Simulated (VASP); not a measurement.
# K2S (Fm-3m) in VASP: single point with LDA

Aim: the single point of K2S with LDA.

Everything below comes from runs of VASP 6.6.1. Logs are shortened: lines on timing, memory, paths and dates and some standing lists are left out, and cuts for length are marked.

### 1 The cell of the first run

The structure is cubic, space group Fm-3m (No. 225). Conventional cell: a = 7.391 Å, b = 7.391 Å, c = 7.391 Å, α = 90.00°, β = 90.00°, γ = 90.00°. Within 4.2 Å of K (site symmetry -43m) lie 4 S at 3.20 Å and 6 K at 3.70 Å. Within 4.2 Å of S (site symmetry m-3m) lie 8 K at 3.20 Å.

### 2 Single point, LDA

Contents of INCAR:

```
SYSTEM = K2S
ALGO = Normal
EDIFF = 1E-6
ENCUT = 500
GGA_COMPAT = .FALSE.
ISIF = 2
ISMEAR = 0
LASPH = .TRUE.
LCHARG = .FALSE.
LREAL = .FALSE.
LWAVE = .FALSE.
NBANDS = 19
NELM = 120
PREC = Accurate
SIGMA = 0.1
```

Contents of KPOINTS:

```
k-points
0
G
  4 4 4
  0 0 0
```

Contents of POSCAR:

```
K2S
1.0
    0.0000000000      3.6955000000      3.6955000000
    3.6955000000      0.0000000000      3.6955000000
    3.6955000000      3.6955000000      0.0000000000
K S
2 1
Direct
    0.2500000000      0.2500000000      0.2500000000
    0.7500000000      0.7500000000      0.7500000000
    0.0000000000      0.0000000000      0.0000000000
```

Potentials or basis: VASP PAW LDA potentials, release 64 (K_sv, S).

Command:

```console
$ cat potpaw_LDA.64/K_sv/POTCAR potpaw_LDA.64/S/POTCAR > POTCAR
$ mpirun -np 1 vasp_std > vasp.out
```

OUTCAR:

```text
SYSTEM = K2S
   EDIFF = 1E-6
   ENCUT = 500
   ISIF = 2
   ISMEAR = 0
   LASPH = .TRUE.
   LREAL = .FALSE.
   NELM = 120
   PREC = Accurate

 ion  position               nearest neighbor table
   1  0.250  0.250  0.250-   3 3.20   3 3.20   3 3.20   3 3.20   2 3.70   2 3.70   2 3.70   2 3.70
                             2 3.70   2 3.70
   2  0.750  0.750  0.750-   3 3.20   3 3.20   3 3.20   3 3.20   1 3.70   1 3.70   1 3.70   1 3.70
                             1 3.70   1 3.70
   3  0.000  0.000  0.000-   1 3.20   2 3.20   2 3.20   2 3.20   2 3.20   1 3.20   1 3.20   1 3.20

  LATTYP: Found a face centered cubic cell.
 ALAT       =     7.3910000000

  Lattice vectors:

 A1 = (   0.0000000000,   3.6955000000,   3.6955000000)
 A2 = (   3.6955000000,   0.0000000000,   3.6955000000)
 A3 = (   3.6955000000,   3.6955000000,   0.0000000000)

Analysis of symmetry for initial positions (statically):
=====================================================================
 Subroutine PRICEL returns:
 Original cell was already a primitive cell.

 Routine SETGRP: Setting up the symmetry group for a
 face centered cubic supercell.

 Subroutine GETGRP returns: Found 48 space group operations
 (whereof 48 operations were pure point group operations)
 out of a pool of 48 trial point group operations.

The static configuration has the point symmetry O_h .

Analysis of symmetry for dynamics (positions and initial velocities):
=====================================================================
 Subroutine PRICEL returns:
 Original cell was already a primitive cell.

 Routine SETGRP: Setting up the symmetry group for a
 face centered cubic supercell.

 Subroutine GETGRP returns: Found 48 space group operations
 (whereof 48 operations were pure point group operations)
 out of a pool of 48 trial point group operations.

The dynamic configuration has the point symmetry O_h .

 Subroutine INISYM returns: Found 48 space group operations
 (whereof 48 operations are pure point group operations),
 and found     1 'primitive' translations

----------------------------------------------------------------------------------------

                                     Primitive cell

  volume of cell :     100.9368

  direct lattice vectors                    reciprocal lattice vectors
     0.000000000  3.695500000  3.695500000    -0.135299689  0.135299689  0.135299689
     3.695500000  0.000000000  3.695500000     0.135299689 -0.135299689  0.135299689
     3.695500000  3.695500000  0.000000000     0.135299689  0.135299689 -0.135299689

  length of vectors
[... 68 lines left out ...]
   LREAL  =      F    real-space projection
   EDIFFG = 0.1E-04   stopping-criterion for IOM
   NSW    =      0    number of steps for IOM
   IBRION =     -1    ionic relax: 0-MD 1-quasi-New 2-CG
   NFREE  =      0    steps in history (QN), initial steepest desc. (CG)
   ISIF   =      2    stress and relaxation
   ISYM   =      2    0-nonsym 1-usesym 2-fastsym
   POTIM  = 0.5000    time-step for ionic-motion
   TEBEG  =    0.0;   TEEND  =   0.0 temperature during run
   PSTRESS=    0.0 pullay stress
   NELECT =      24.0000    total number of electrons
   NUPDOWN=      -1.0000    fix difference up-down
   EMIN   =  10.00;   EMAX   =-10.00  energy-range for DOS
   EFERMI =   0.00;   METHOD = LEGACY
   ISMEAR =     0;   SIGMA  =   0.10  broadening in eV -4-tet -1-fermi 0-gaus
   EFERMI_NEDOS =   21; number of points for ismear=-14 and -15
   IALGO  =     38    algorithm
   IMIX   =      4    mixing-type and parameters
     AMIX     =   0.40;   BMIX     =  1.00
     AMIX_MAG =   1.60;   BMIX_MAG =  1.00
  volume/ion in A,a.u.               =      33.65       227.05
  Fermi-wavevector in a.u.,A,eV,Ry     =   1.014212  1.916583 13.995304  1.028626
  Thomas-Fermi vector in A             =   2.147426
   LORBIT       =      0    0 simple, 1 ext, 2 COOP (PROOUT), +10 PAW based schemes
   GGA     = CA    functional components
   LHFCALC =     F    Hartree Fock is set to
   AEXX    =    0.0000 exact exchange contribution
   IVDW    =     0    specifies the selected vdW correction
   LEPSILON=     F    determine dielectric tensor
   LRPA    =     F    only Hartree local field effects (RPA)
 non-spin polarized calculation
 Gauss-broadening in eV      SIGMA  =   0.10
  energy-cutoff  :      500.00
  volume of cell :      100.94
 maximum number of plane-waves:      2637
 NGX is ok and might be reduce to    40
   NGX = 19   NGY = 19   NGZ = 19

 number of electron      23.9999996 magnetization

 Free energy of the ion-electron system (eV)
  ---------------------------------------------------
  ext. energy  EPLUGINS =         0.00000000
  ---------------------------------------------------
  free energy    TOTEN  =       -10.36758204 eV

  energy without entropy =      -10.36758204  energy(sigma->0) =      -10.36758204

 E-fermi :  -0.1590     XC(G=0):  -7.8360

 val. band max:       -0.6058467622   @ k =   0.5000   0.5000   0.0000
 cond. band min:       1.5183057743   @ k =   0.0000   0.0000   0.0000
 fundamental gap:      2.1241525365
 Fermi energy:        -0.1590251580

 k-point     1 :       0.0000    0.0000    0.0000
  band No.  band energies     occupation
      1     -29.4099      2.00000
      2     -29.3190      2.00000
      3     -13.2489      2.00000
      4     -13.2489      2.00000
      5     -13.2489      2.00000
      6     -12.9921      2.00000
[... 153 lines left out ...]
      6     -13.1382      2.00000
[... 11 lines left out ...]
     18       6.4875      0.00000
     19       7.0777      0.00000

------------------------ aborting loop because EDIFF is reached ----------------------------------------

  FORCE on cell =-STRESS in cart. coord.  units (eV):
  Direction    XX          YY          ZZ          XY          YZ          ZX
  --------------------------------------------------------------------------------------
  -------------------------------------------------------------------------------------
  Total       -0.9873311     -0.9873311     -0.9873311      0.0000000     -0.0000000      0.0000000
  in kB      -15.6719770    -15.6719770    -15.6719770      0.0000000     -0.0000000      0.0000000
  external PRESSURE =     -15.6719770 kB  Pullay stress =       0.0000000 kB

 VOLUME and BASIS-vectors are now :
 -----------------------------------------------------------------------------
  energy-cutoff  :      500.00
  volume of cell :      100.94
      direct lattice vectors                 reciprocal lattice vectors
     0.000000000  3.695500000  3.695500000    -0.135299689  0.135299689  0.135299689
     3.695500000  0.000000000  3.695500000     0.135299689 -0.135299689  0.135299689
     3.695500000  3.695500000  0.000000000     0.135299689  0.135299689 -0.135299689

 POSITION                                       TOTAL-FORCE (eV/Angst)
 -----------------------------------------------------------------------------------
      1.84775      1.84775      1.84775        -0.000000     -0.000000      0.000000
      5.54325      5.54325      5.54325         0.000000      0.000000     -0.000000
      0.00000      0.00000      0.00000        -0.000000     -0.000000     -0.000000
 -----------------------------------------------------------------------------------
    total drift:                               -0.000000     -0.000000      0.000000

  FREE ENERGIE OF THE ION-ELECTRON SYSTEM (eV)
  ---------------------------------------------------
  free  energy   TOTEN  =       -10.3675820438 eV

  energy  without entropy=      -10.3675820438  energy(sigma->0) =      -10.36758204
```

Run time: 37 s. Hardware: 1 thread of AMD EPYC, shared host; peak memory 0.15 GiB.

Results:

```yaml
Free_energy: -10.3676 eV
Pressure: -1.6 GPa
Band_gap_on_the_k_mesh: 2.12 eV (least direct gap 2.34 eV)
```

Levels at points of the mesh, in eV from the valence-band top:
```tsv
k point	band 10	band 11	band 12	band 13	band 14	band 15
(0.00, 0.00, 0.00)	-0.21	-0.21	-0.21	2.12	5.27	5.27
(0.50, 0.00, 0.00)	-0.67	-0.07	-0.07	4.52	4.78	5.63
(0.50, 0.50, 0.00)	-0.80	0.00	0.00	3.29	5.06	6.40
```

A k mesh can miss the band edges. LDA gaps usually lie below the measured ones, often by a third to a half.
